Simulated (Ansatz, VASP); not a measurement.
**Two plane-wave programs on GaP**

```
CELL_PARAMETERS angstrom
5.45050 0.00000 0.00000
0.00000 -5.45050 0.00000
0.00000 0.00000 -5.45050
ATOMIC_POSITIONS crystal
Ga 0.00000 0.50000 0.50000
Ga 0.50000 0.00000 0.50000
Ga 0.50000 0.50000 0.00000
Ga 0.00000 0.00000 0.00000
P 0.75000 0.75000 0.75000
P 0.25000 0.25000 0.75000
P 0.25000 0.75000 0.25000
P 0.75000 0.25000 0.25000
```

Alike in both runs: task single point; functional r2SCAN; k mesh 6 × 6 × 6; occupations gaussian, width 0.05 eV; no spin polarisation.

|  | VASP | Ansatz |
| --- | --- | --- |
| version | VASP 6.6.1 | Ansatz 0.2.0 |
| potentials or method | VASP PAW PBE potentials, release 64 (Ga_d, P), cutoff 520 eV | scalar-relativistic, plane waves, PAW |
| valence electrons in the cell | 72 | 72 |

```tsv
	VASP	Ansatz	Ansatz less VASP
gap on the k mesh at the Fermi level (eV)	1.85	1.85	-0.007
least direct gap on the mesh (eV)	1.91	1.91	-0.005
pressure (GPa)	0.1	0.0	-0.03
```

VASP's potentials were made for PBE, not for r2SCAN. The functional is the same, so the differences come from potentials, cutoffs and numerics.
